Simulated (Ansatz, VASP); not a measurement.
**Ge in VASP and in Ansatz**

INCAR

```
SYSTEM = Ge
PREC = Accurate
ENCUT = 600
EDIFF = 1E-6
ISMEAR = 0
SIGMA = 0.1
LREAL = .FALSE.
LASPH = .TRUE.
NELM = 80
ALGO = Normal
ISIF = 3
LWAVE = .FALSE.
LCHARG = .FALSE.
GGA = PS
IBRION = 2
NSW = 100
EDIFFG = -0.005
```

KPOINTS

```
regular mesh
0
G
  12 12 12
  0 0 0
```

POSCAR

```
Ge
1.0
    0.0000000000      2.8374271100      2.8374271100
    2.8374271100      0.0000000000      2.8374271100
    2.8374271100      2.8374271100      0.0000000000
Ge
2
Direct
    0.0000000000      0.0000000000      0.0000000000
    0.2500000000      0.2500000000      0.2500000000
```

Input for Ansatz:

```yaml
crystal:
  lattice:
    - [0.0, 2.83742711, 2.83742711]
    - [2.83742711, 0.0, 2.83742711]
    - [2.83742711, 2.83742711, 0.0]
  atoms:
    - { symbol: Ge, position: [0.0, 0.0, 0.0] }
    - { symbol: Ge, position: [0.25, 0.25, 0.25] }
basis:
  ecutwfc: 420
kpoints:
  mp_grid: { grid: [12, 12, 12] }
hamiltonian:
  xc: pbesol
scf:
  occupations: { method: gaussian, width: 0.1 }
output:
  forces: true
  stress: true
  eigenvalues: true
  write_density: true
  write_potential: true
  elf: true
  volumetric_format: npy
relax:
  adjacent_minimum: "off"
  f_tol: 0.005
  max_steps: 80
  cell: { stress_tol: 0.05 }
```

Alike in both runs: task relaxation of cell and atoms; functional PBEsol; k mesh 12 × 12 × 12; occupations gaussian, width 0.1 eV; no spin polarisation.

|  | VASP | Ansatz |
| --- | --- | --- |
| version | VASP 6.6.1 | Ansatz 0.2.0 |
| potentials or method | VASP PAW PBE potentials, release 64 (Ge_d), cutoff 600 eV | scalar-relativistic, plane waves, PAW |
| valence electrons in the cell | 28 | 28 |

|  | VASP | Ansatz | Ansatz less VASP |
| --- | --- | --- | --- |
| gap on the k mesh at the Fermi level, each at its own relaxed structure (eV) | none | none | - |
| relaxed volume (Å³/atom) | 22.84 | 22.84 | 0.000 |
| relaxed cell length with the largest relative difference (Å) | 4.013 | 4.013 | 0.0000 |

VASP's potentials were made for PBE, not for PBEsol. A gap of «none» marks a metal or a gap that the smearing closes.

Noted on VASP's run: the relaxation stopped at its first step, so nothing moved.
